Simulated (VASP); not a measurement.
# Be16Co in VASP: single point with LDA

Aim: the single point of Be16Co with LDA.

Program: VASP 6.6.1. These are calculated values, not measurements. Logs are shortened: lines on timing, memory, paths and dates and some standing lists are left out, and cuts for length are marked.

### 1 The cell of the first run

The cell holds a slab with vacuum, 17 atoms: a = 4.580 Å, b = 4.580 Å, c = 17.383 Å, α = 90.00°, β = 90.00°, γ = 60.00°.

### 2 Single point, LDA, collinear spin, ferromagnetic start

Contents of INCAR:

```
PREC     = Accurate       # precision mode
ENCUT    = 520            # plane-wave cutoff, eV
EDIFF    = 1E-6           # SCF threshold, eV
ISMEAR   = -1             # smearing method
SIGMA    = 0.1            # smearing width, eV
LREAL    = Auto         
LASPH    = T              # aspherical terms in the spheres
NELM     = 150            # most SCF steps
ALGO     = Normal         # electronic algorithm
ISIF     = 2              # what is computed and relaxed
LWAVE    = F              # write WAVECAR
LCHARG   = T              # write CHGCAR
ISPIN    = 2              # spin polarisation
MAGMOM   = 0 0 0 0 0 0 0 0 0 0 0 0 0 0 0 0 1 # initial moments
LORBIT   = 11             # projections on sites
LMAXMIX  = 4              # l up to which the mixer works
LELF     = T              # ELF
LVHAR    = T            
NBANDS   = 38             # bands
```

Contents of KPOINTS:

```
regular mesh
0
Gamma
  3 3 1
```

Contents of POSCAR:

```
Be16Co
1.0
    4.5800000000      0.0000000000      0.0000000000
    2.2900000000      3.9663960000      0.0000000000
    0.0000000000      0.0000000000     17.3826450000
Be Co
16 1
Direct
   -0.1666667000      0.3333333000      0.0575286000
    0.3333333000      0.3333333000      0.0575286000
   -0.1666667000      0.8333333000      0.0575286000
    0.3333333000      0.8333333000      0.0575286000
   -0.0003515078      0.0008322060      0.1597888267
    0.4999623530     -0.0000032786      0.1600563869
   -0.0004286812      0.4995106583      0.1597761187
    0.5007598875      0.4996543454      0.1597992026
   -0.1670525791      0.3333082447      0.2582665946
    0.3353336656      0.3295406416      0.2576934844
   -0.1703114936      0.8352115356      0.2576370812
    0.3353623976      0.8352659998      0.2577608794
   -0.0064553654      0.0132858067      0.3574232814
    0.5005894159      0.0000319540      0.3751725956
   -0.0068697178      0.4929591664      0.3570893405
    0.5127300810      0.4937370137      0.3577061107
    0.1629728013      0.6664893321      0.4424826374
```

Potentials or basis: VASP PAW LDA potentials, release 64 (Be, Co).

Launch:

```
$ cat potpaw_LDA.64/Be/POTCAR potpaw_LDA.64/Co/POTCAR > POTCAR
$ mpirun -np 1 vasp_std > vasp.out
```

OUTCAR:

```text
PREC = Accurate
   ENCUT = 520
   EDIFF = 1E-6
   ISMEAR = -1
   LREAL = Auto
   LASPH = T
   NELM = 150
   ISIF = 2
   ISPIN = 2
   LORBIT = 11

 ion  position               nearest neighbor table
   1  0.833  0.333  0.058-   7 2.21   5 2.21   8 2.21   3 2.29   3 2.29   4 2.29   4 2.29   2 2.29
                             2 2.29
   2  0.333  0.333  0.058-   7 2.22   8 2.22   6 2.22   4 2.29   3 2.29   4 2.29   3 2.29   1 2.29
                             1 2.29
   3  0.833  0.833  0.058-   7 2.22   5 2.22   6 2.22   1 2.29   1 2.29   2 2.29   2 2.29   4 2.29
                             4 2.29
   4  0.333  0.833  0.058-   5 2.22   8 2.22   6 2.22   2 2.29   1 2.29   2 2.29   1 2.29   3 2.29
                             3 2.29
   5  1.000  0.001  0.160-  11 2.16   9 2.16  12 2.16   1 2.21   4 2.22   3 2.22   7 2.28   8 2.28
                             6 2.29   6 2.29   8 2.30   7 2.30
   6  0.500  1.000  0.160-  11 2.14  10 2.14  12 2.14   4 2.22   2 2.22   3 2.22   5 2.29   8 2.29
                             7 2.29   7 2.29   8 2.29   5 2.29
   7  1.000  0.500  0.160-  11 2.16  10 2.16   9 2.16   1 2.21   2 2.22   3 2.22   5 2.28   8 2.28
                             6 2.29   6 2.29   8 2.30   5 2.30
   8  0.501  0.500  0.160-   9 2.16  10 2.16  12 2.16   1 2.21   4 2.22   2 2.22   7 2.28   5 2.28
                             6 2.29   6 2.29   5 2.30   7 2.30
   9  0.833  0.333  0.258-  15 2.14  13 2.14  16 2.14   8 2.16   5 2.16   7 2.16  10 2.29  11 2.29
                            12 2.29  12 2.29  11 2.29  10 2.29
  10  0.335  0.330  0.258-   6 2.14   8 2.16   7 2.16  15 2.20  16 2.20  12 2.26  11 2.26   9 2.29
                             9 2.29  11 2.32  12 2.32
  11  0.830  0.835  0.258-   6 2.14   5 2.16   7 2.16  15 2.20  13 2.20  12 2.26  10 2.26   9 2.29
                             9 2.29  10 2.32  12 2.32
  12  0.335  0.835  0.258-   6 2.14   8 2.16   5 2.16  13 2.20  16 2.20  10 2.26  11 2.26   9 2.29
                             9 2.29  11 2.32  10 2.32
  13  0.994  0.013  0.357-  17 2.02   9 2.14  15 2.20  12 2.20  16 2.20  11 2.20  14 2.31  14 2.31
                            16 2.38  15 2.38
  14  0.501  0.000  0.375-  13 2.31  16 2.31  15 2.31  16 2.31  15 2.31  13 2.31
  15  0.993  0.493  0.357-  17 2.01   9 2.14  13 2.20  10 2.20  11 2.20  16 2.20  14 2.31  14 2.31
                            16 2.38  13 2.38
  16  0.513  0.494  0.358-  17 2.02   9 2.14  15 2.20  13 2.20  12 2.20  10 2.20  14 2.31  14 2.31
                            13 2.38  15 2.38
  17  0.163  0.666  0.442-  15 2.01  13 2.02  16 2.02

  LATTYP: Found a hexagonal cell.
 ALAT       =     4.5799996975
 C/A-ratio  =     3.7953375869

  Lattice vectors:

 A1 = (  -2.2900000000,  -3.9663960000,   0.0000000000)
 A2 = (   4.5800000000,   0.0000000000,   0.0000000000)
 A3 = (   0.0000000000,   0.0000000000,  17.3826450000)

Analysis of symmetry for initial positions (statically):
=====================================================================
 Subroutine PRICEL returns:
 Original cell was already a primitive cell.

 Routine SETGRP: Setting up the symmetry group for a
 hexagonal supercell.

 Subroutine GETGRP returns: Found  1 space group operations
 (whereof  1 operations were pure point group operations)
 out of a pool of 24 trial point group operations.

The static configuration has the point symmetry C_1 .

Analysis of symmetry for dynamics (positions and initial velocities):
=====================================================================
 Subroutine PRICEL returns:
 Original cell was already a primitive cell.

 Routine SETGRP: Setting up the symmetry group for a
 hexagonal supercell.

 Subroutine GETGRP returns: Found  1 space group operations
 (whereof  1 operations were pure point group operations)
 out of a pool of 24 trial point group operations.

The dynamic configuration has the point symmetry C_1 .

Analysis of structural, dynamic, and magnetic symmetry:
=====================================================================
 Subroutine PRICEL returns:
 Original cell was already a primitive cell.

 Routine SETGRP: Setting up the symmetry group for a
 hexagonal supercell.

 Subroutine GETGRP returns: Found  1 space group operations
 (whereof  1 operations were pure point group operations)
 out of a pool of 24 trial point group operations.

The overall configuration has the point symmetry C_1 .

 Subroutine INISYM returns: Found  1 space group operations
[... 97 lines left out ...]
 SYSTEM =  unknown system
   PREC   = accura    normal or accurate (medium, high low for compatibility)
   ISTART =      0    job   : 0-new  1-cont  2-samecut
   ICHARG =      2    charge: 1-file 2-atom 10-const
   ISPIN  =      2    spin polarized calculation?
   LNONCOLLINEAR =      F non collinear calculations
   LSORBIT =      F    spin-orbit coupling
   LASPH  =      T    aspherical Exc in radial PAW
   ENCUT  =  520.0 eV  38.22 Ry    6.18 a.u.   8.52  8.52 32.32*2*pi/ulx,y,z
   NELM   =    150;   NELMIN=  2; NELMDL= -5     # of ELM steps
   EDIFF  = 0.1E-05   stopping-criterion for ELM
   LREAL  =      T    real-space projection
   EDIFFG = 0.1E-04   stopping-criterion for IOM
   NSW    =      0    number of steps for IOM
   IBRION =     -1    ionic relax: 0-MD 1-quasi-New 2-CG
   NFREE  =      0    steps in history (QN), initial steepest desc. (CG)
   ISIF   =      2    stress and relaxation
   ISYM   =      2    0-nonsym 1-usesym 2-fastsym
   POTIM  = 0.5000    time-step for ionic-motion
   TEBEG  =    0.0;   TEEND  =   0.0 temperature during run
   PSTRESS=    0.0 pullay stress
   NELECT =      41.0000    total number of electrons
   NUPDOWN=      -1.0000    fix difference up-down
   EMIN   =  10.00;   EMAX   =-10.00  energy-range for DOS
   EFERMI =   0.00;   METHOD = LEGACY
   ISMEAR =    -1;   SIGMA  =   0.10  broadening in eV -4-tet -1-fermi 0-gaus
   EFERMI_NEDOS =   21; number of points for ismear=-14 and -15
   IALGO  =     38    algorithm
   IMIX   =      4    mixing-type and parameters
     AMIX     =   0.40;   BMIX     =  1.00
     AMIX_MAG =   1.60;   BMIX_MAG =  1.00
  volume/ion in A,a.u.               =      18.57       125.35
  Fermi-wavevector in a.u.,A,eV,Ry     =   0.828979  1.566544  9.350013  0.687207
  Thomas-Fermi vector in A             =   1.941448
   LORBIT       =     11    0 simple, 1 ext, 2 COOP (PROOUT), +10 PAW based schemes
   GGA     = CA    functional components
   LHFCALC =     F    Hartree Fock is set to
   AEXX    =    0.0000 exact exchange contribution
   IVDW    =     0    specifies the selected vdW correction
   LEPSILON=     F    determine dielectric tensor
   LRPA    =     F    only Hartree local field effects (RPA)
 spin polarized calculation
  energy-cutoff  :      520.00
  volume of cell :      315.77
 maximum number of plane-waves:      8615
 NGX is ok and might be reduce to    36
   NGX = 17   NGY = 17   NGZ = 65

 number of electron      40.9999998 magnetization       0.0006478

 number of electron      40.9999998 magnetization      -0.0003994

 Free energy of the ion-electron system (eV)
  ---------------------------------------------------
  ext. energy  EPLUGINS =         0.00000000
  ---------------------------------------------------
  free energy    TOTEN  =       -68.27817428 eV

  energy without entropy =      -68.02724775  energy(sigma->0) =      -68.15271102

 E-fermi :   0.3735     XC(G=0):  -6.0055

 val. band max:        0.2510682153   @ k =   0.0000   0.0000   0.0000
 cond. band min:       0.4401781959   @ k =   0.3333   0.0000   0.0000
 fundamental gap:      0.1891099806
 Fermi energy:         0.3735175536

 spin component 1

 k-point     1 :       0.0000    0.0000    0.0000
  band No.  band energies     occupation
      1      -9.7875      1.00000
      2      -8.4257      1.00000
      3      -6.3723      1.00000
      4      -3.8048      1.00000
      5      -3.7676      1.00000
      6      -3.7675      1.00000
[... 164 lines left out ...]
     31       6.0027      0.00000
     32       6.0736      0.00000
 Fermi energy:         0.3735175536

 spin component 2

 k-point     1 :       0.0000    0.0000    0.0000
  band No.  band energies     occupation
      1      -9.7875      1.00000
      2      -8.4257      1.00000
      3      -6.3723      1.00000
      4      -3.8048      1.00000
      5      -3.7676      1.00000
      6      -3.7675      1.00000
[... 164 lines left out ...]
     31       6.0027      0.00000
     32       6.0738      0.00000
 [bands above 32 left out]

------------------------ aborting loop because EDIFF is reached ----------------------------------------

  FORCE on cell =-STRESS in cart. coord.  units (eV):
  Direction    XX          YY          ZZ          XY          YZ          ZX
  --------------------------------------------------------------------------------------
  -------------------------------------------------------------------------------------
  Total      -11.1993991    -11.2065235      0.8289315      0.0932134     -0.0001781     -0.0056273
  in kB      -56.8234887    -56.8596363      4.2058310      0.4729459     -0.0009035     -0.0285516
  external PRESSURE =     -36.4924313 kB  Pullay stress =       0.0000000 kB

 VOLUME and BASIS-vectors are now :
 -----------------------------------------------------------------------------
  energy-cutoff  :      520.00
  volume of cell :      315.77
      direct lattice vectors                 reciprocal lattice vectors
     4.580000000  0.000000000  0.000000000     0.218340611 -0.126059022  0.000000000
     2.290000000  3.966396000  0.000000000     0.000000000  0.252118044  0.000000000
     0.000000000  0.000000000 17.382645000     0.000000000  0.000000000  0.057528644

 POSITION                                       TOTAL-FORCE (eV/Angst)
 -----------------------------------------------------------------------------------
      4.58000      1.32213      1.00000        -0.000780     -0.000041      0.023012
      2.29000      1.32213      1.00000         0.000427     -0.070008     -0.087631
      5.72500      3.30533      1.00000        -0.060443      0.035180     -0.088853
      3.43500      3.30533      1.00000         0.060794      0.034891     -0.086210
      4.58030      0.00330      2.77755        -0.000438      0.055018     -0.035186
      4.57982      3.96638      2.78220         0.000439      0.000057     -0.016942
[... 9 lines left out ...]
      3.47896      1.95836      6.21788        -0.178322      0.102108      0.186896
      2.27268      2.64356      7.69152        -0.001525     -0.000018     -0.403036
 -----------------------------------------------------------------------------------
    total drift:                                0.000100     -0.000239     -0.006531

  FREE ENERGIE OF THE ION-ELECTRON SYSTEM (eV)
  ---------------------------------------------------
  free  energy   TOTEN  =       -68.2781742793 eV

  energy  without entropy=      -68.0272477535  energy(sigma->0) =      -68.15271102

 total charge

# of ion       s       p       d       tot
------------------------------------------
    1        0.400   0.639   0.000   1.039
    2        0.401   0.634   0.000   1.035
    3        0.401   0.634   0.000   1.035
    4        0.401   0.634   0.000   1.035
    5        0.409   0.762   0.000   1.171
    6        0.412   0.775   0.000   1.187
[... 9 lines left out ...]
   16        0.437   0.733   0.000   1.169
   17        0.465   0.214   7.538   8.217
--------------------------------------------------
tot          7.033  11.606   7.538  26.177

 magnetization (x)

# of ion       s       p       d       tot
------------------------------------------
    1       -0.000  -0.000   0.000  -0.000
    2       -0.000  -0.000   0.000  -0.000
    3       -0.000  -0.000   0.000  -0.000
    4       -0.000  -0.000   0.000  -0.000
    5       -0.000  -0.000   0.000  -0.000
    6       -0.000  -0.000   0.000  -0.000
[... 9 lines left out ...]
   16       -0.000  -0.000   0.000  -0.000
   17       -0.000  -0.000  -0.000  -0.000
--------------------------------------------------
tot         -0.000  -0.000  -0.000  -0.001
```

Run time: 4.5 min. Hardware: 1 thread of Intel Xeon 6975P-C (Granite Rapids), shared host; peak memory 0.41 GiB.

What came out:

```yaml
Free_energy: -68.2782 eV
Largest_force: 0.403 eV/Å
Net_moment: 0.00 μB per cell
Valence_electrons_inside_the_program's_atomic_spheres: Be 1.04, 1.03, 1.17, 1.19, 1.21, 1.16, 0.91, 1.18; Co 8.22
```

Forces in eV/Å, atoms in the order of the input:
```
Be  -0.001  0.000  0.023
Be   0.000 -0.070 -0.088
Be  -0.060  0.035 -0.089
Be   0.061  0.035 -0.086
Be   0.000  0.055 -0.035
Be   0.000  0.000 -0.017
Be  -0.048 -0.027 -0.034
Be   0.047 -0.028 -0.036
Be   0.003  0.000  0.013
Be  -0.002 -0.040  0.028
Be  -0.035  0.019  0.026
Be   0.035  0.021  0.030
Be  -0.001 -0.205  0.188
Be   0.004  0.000  0.102
Be   0.176  0.103  0.189
Be  -0.178  0.102  0.187
Co  -0.002  0.000 -0.403
```

Levels at points of the mesh, in eV from the Fermi level:
Spin up:
| k point | band 16 | band 17 | band 18 | band 19 | band 20 | band 21 | band 22 | band 23 | band 24 | band 25 |
| --- | --- | --- | --- | --- | --- | --- | --- | --- | --- | --- |
| (0.00, 0.00, 0.00) | -2.09 | -2.09 | -1.20 | -1.19 | -0.38 | -0.13 | -0.12 | 1.36 | 2.67 | 2.77 |
Spin down:
```csv
k point,band 17,band 18,band 19,band 20,band 21,band 22,band 23,band 24
"(0.00, 0.00, 0.00)",-2.09,-1.20,-1.19,-0.38,-0.13,-0.12,1.36,2.67
```

Caveat: the k points lie up to 0.53 Å⁻¹ apart.
